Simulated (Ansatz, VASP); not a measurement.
HgTe in VASP and in Ansatz

INCAR

```
SYSTEM = HgTe
PREC     = Accurate       ! precision mode
ENCUT    = 500            ! plane-wave cutoff, eV
EDIFF    = 1E-6           ! SCF threshold, eV
ISMEAR   = -1             ! smearing method
SIGMA    = 0.02           ! smearing width, eV
LREAL    = .FALSE.        ! projectors in reciprocal space
LASPH    = .TRUE.         ! aspherical terms in the spheres
NELM     = 120            ! most SCF steps
ALGO     = Normal         ! electronic algorithm
ISIF     = 2              ! what is computed and relaxed
LWAVE    = .FALSE.        ! write WAVECAR
LCHARG   = .FALSE.        ! write CHGCAR
GGA      = PE             ! functional
NBANDS   = 16             ! bands
GGA_COMPAT= .FALSE.
```

Contents of KPOINTS:

```
regular mesh
0
G
  6 6 6
  0 0 0
```

The input POSCAR:

```
HgTe
1.0
    0.0000000000      3.2150000000      3.2150000000
    3.2150000000      0.0000000000      3.2150000000
    3.2150000000      3.2150000000      0.0000000000
Hg Te
1 1
Direct
    0.0000000000      0.0000000000      0.0000000000
    0.7500000000      0.7500000000      0.7500000000
```

Input for Ansatz:

```yaml
crystal:
  lattice:
    - [0.0, 3.215, 3.215]
    - [3.215, 0.0, 3.215]
    - [3.215, 3.215, 0.0]
  atoms:
    - { symbol: Hg, position: [0.0, 0.0, 0.0] }
    - { symbol: Te, position: [0.75, 0.75, 0.75] }
hamiltonian:
  xc: pbe
  pseudopotentials: { kind: paw }
basis:
  ecutwfc: 420
kpoints:
  mp_grid: { grid: [6, 6, 6] }
scf:
  occupations: { method: fermi_dirac, width: 0.02 }
  lower_state_search: "off"
  algorithm: density_mixing
  max_iter: 70
  mixing: { algorithm: anderson, ndim: 1, beta: 0.7, preconditioner: kerker }
output:
  forces: true
  stress: true
```

Alike in both runs: task single point; functional PBE; k mesh 6 × 6 × 6; occupations fermi-dirac, width 0.02 eV; no spin polarisation.

```csv
,VASP,Ansatz
version,VASP 6.6.1,Ansatz 0.2.0
potentials or method,"VASP PAW PBE potentials, release 64 (Hg, Te), cutoff 500 eV","PAW, plane waves, scalar-relativistic"
valence electrons in the cell,18,36
```

Ansatz gave:

- pressure (GPa): 4.6

Problem. Estimate VASP's values.

Solution. Pressure (GPa): 4.7.

VASP's potentials hold 18 valence electrons a cell and Ansatz's 36, so a difference there can come from the potentials and not from the codes.

Spin-orbit coupling is off throughout.
